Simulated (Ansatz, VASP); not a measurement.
# Pt in VASP and in Ansatz

```
Pt
1.0
     0.00000    1.95891    1.95891
     1.95891    0.00000    1.95891
     1.95891    1.95891    0.00000
Pt
1
Direct
  0.00000 0.00000 0.00000
```

Alike in both runs: functional PBEsol; k mesh 14 × 14 × 14; occupations fermi-dirac, width 0.05 eV; no spin polarisation.

Ansatz relaxed the structure, and its values are those at the end. VASP's run is a single point on that final structure, the one shown.

|  | VASP | Ansatz |
| --- | --- | --- |
| version | VASP 6.6.1 | Ansatz 0.2.0 |
| potentials or method | VASP PAW PBE potentials, release 64 (Pt) | PAW with Ansatz's default frozen-core files, scalar-relativistic |
| plane-wave cutoff (eV) | 500 | 420 |
| valence electrons in the cell | 10 | 18 |

|  | VASP | Ansatz | Ansatz less VASP |
| --- | --- | --- | --- |
| gap on the k mesh at the Fermi level (eV) | none | none | - |
| pressure (GPa) | -0.4 | 0.0 | +0.41 |

VASP's potentials were made for PBE, not for PBEsol. A gap of «none» marks a metal or a gap that the smearing closes. The functional is the same, so the differences come from potentials, cutoffs and numerics. VASP's potentials hold 10 valence electrons a cell and Ansatz's 18, so a difference there can come from the potentials and not from the codes. Ansatz's warnings: end state compared, stability check not made.

Neither program's run includes spin-orbit coupling.
